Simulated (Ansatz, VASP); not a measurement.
This is a calculation of SnTe for VASP 6.6.1.

Contents of INCAR:

```
SYSTEM = SnTe
PREC = Accurate
ENCUT = 600
EDIFF = 1E-6
ISMEAR = -1
SIGMA = 0.05
LREAL = .False.
LASPH = .True.
NELM = 100
ALGO = Normal
ISIF = 3
LWAVE = .False.
LCHARG = .False.
GGA = RE
IVDW = 13
IBRION = 2
NSW = 60
EDIFFG = -0.01
```

File KPOINTS:

```
regular mesh
0
Gamma
  7 7 7
  0 0 0
```

The input POSCAR:

```
SnTe
1.0
    0.0000000000      3.1508500000      3.1508500000
    3.1508500000      0.0000000000      3.1508500000
    3.1508500000      3.1508500000      0.0000000000
Te Sn
1 1
Direct
    0.5000000000      0.5000000000      0.5000000000
    0.0000000000      0.0000000000      0.0000000000
```

Potentials or basis: VASP PAW PBE potentials, release 64 (Te, Sn_d).

Command:

```sh
$ cat potpaw_PBE.64/Te/POTCAR potpaw_PBE.64/Sn_d/POTCAR > POTCAR
$ mpirun -np 1 vasp_std > vasp.out
```

**Question.** Set up the same calculation for Ansatz 0.2.0. Potentials there: Ansatz PAW.

**Answer.** As run (the cutoff follows the program's own potentials):

The input input.yaml:

```yaml
crystal:
  lattice:
    - [0.0, 3.15085, 3.15085]
    - [3.15085, 0.0, 3.15085]
    - [3.15085, 3.15085, 0.0]
  atoms:
    - { symbol: Te, position: [0.5, 0.5, 0.5] }
    - { symbol: Sn, position: [0.0, 0.0, 0.0] }
hamiltonian:
  xc: revpbe
  pseudopotentials: { kind: paw }
  dispersion: d4
kpoints:
  mp_grid: { grid: [7, 7, 7] }
scf:
  occupations: { method: fermi_dirac, width: 0.05 }
output:
  forces: true
  stress: true
relax:
  f_tol: 0.01
  max_steps: 40
  cell: { stress_tol: 0.05 }
```

Potentials or basis: Ansatz PAW.

The run is started by

```console
$ ansatz run input.yaml --threads 2 --pin off --max-ram 5120MiB --backend cpu --events-out ev --progress --plain --runs-dir out
```

Both were run:

|  | VASP | Ansatz | Ansatz less VASP |
| --- | --- | --- | --- |
| relaxed volume (Å³/atom) | 31.09 | 31.09 | 0.000 |
| relaxed cell length with the largest relative difference (Å) | 4.447 | 4.447 | 0.0000 |

VASP's potentials were made for PBE, not for revPBE. VASP's potentials hold 20 valence electrons a cell and Ansatz's 30, so a difference there can come from the potentials and not from the codes.

Neither program's run includes spin-orbit coupling. Noted on Ansatz's run: the plane-wave basis is chosen anew once the cell has moved, so the energies of steps on either side of that aren't comparable.
